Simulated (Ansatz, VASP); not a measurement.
## Two plane-wave programs on Ca

The input INCAR:

```
SYSTEM = Ca
ALGO = Normal
EDIFF = 1E-7
ENCUT = 520
GGA = CA
ISIF = 2
ISMEAR = 0
LASPH = .TRUE.
LCHARG = .TRUE.
LELF = .TRUE.
LREAL = .FALSE.
LVHAR = .TRUE.
LWAVE = .FALSE.
NBANDS = 11
NELM = 60
PREC = Accurate
SIGMA = 0.15
```

File KPOINTS:

```
k-points
0
G
  14 14 14
  0 0 0
```

The input POSCAR:

```
Ca
1.0
    3.5933160302      0.0000000000      0.0000000000
    0.0000000000      3.4886563400      0.0000000000
    0.0000000000      0.0000000000      3.4886563400
Ca
1
Direct
    0.0000000000      0.0000000000      0.0000000000
```

Input for Ansatz:

```yaml
crystal:
  lattice:
    - [3.5933160302, 0.0, 0.0]
    - [0.0, 3.48865634, 0.0]
    - [0.0, 0.0, 3.48865634]
  atoms:
    - { symbol: Ca, position: [0.0, 0.0, 0.0] }
basis:
  ecutwfc: 420
kpoints:
  mp_grid: { grid: [14, 14, 14] }
hamiltonian:
  xc: lda
scf:
  occupations: { method: gaussian, width: 0.15 }
output:
  forces: true
  stress: true
  eigenvalues: true
```

Change from the starting cell: strain +0.0300 x Voigt [1, 0, 0, 0, 0, 0], atoms carried along.

Alike in both runs: task single point; functional LDA; k mesh 14 × 14 × 14; occupations gaussian, width 0.15 eV; no spin polarisation.

```csv
,VASP,Ansatz
version,VASP 6.6.1,Ansatz 0.2.0
potentials or method,"VASP PAW LDA potentials, release 64 (Ca_sv), cutoff 520 eV","scalar-relativistic, plane waves, PAW"
valence electrons in the cell,10,10
```

```tsv
	VASP	Ansatz	Ansatz less VASP
gap on the k mesh at the Fermi level (eV)	none	none	-
pressure (GPa)	-1.4	-1.4	+0.01
traceless stress, the component that is largest in VASP (GPa)	-0.82	-0.81	+0.004
```

LDA's correlation is that of Perdew and Zunger in VASP and of Perdew and Wang (1992) in Ansatz. A gap of «none» marks a metal or a gap that the smearing closes.
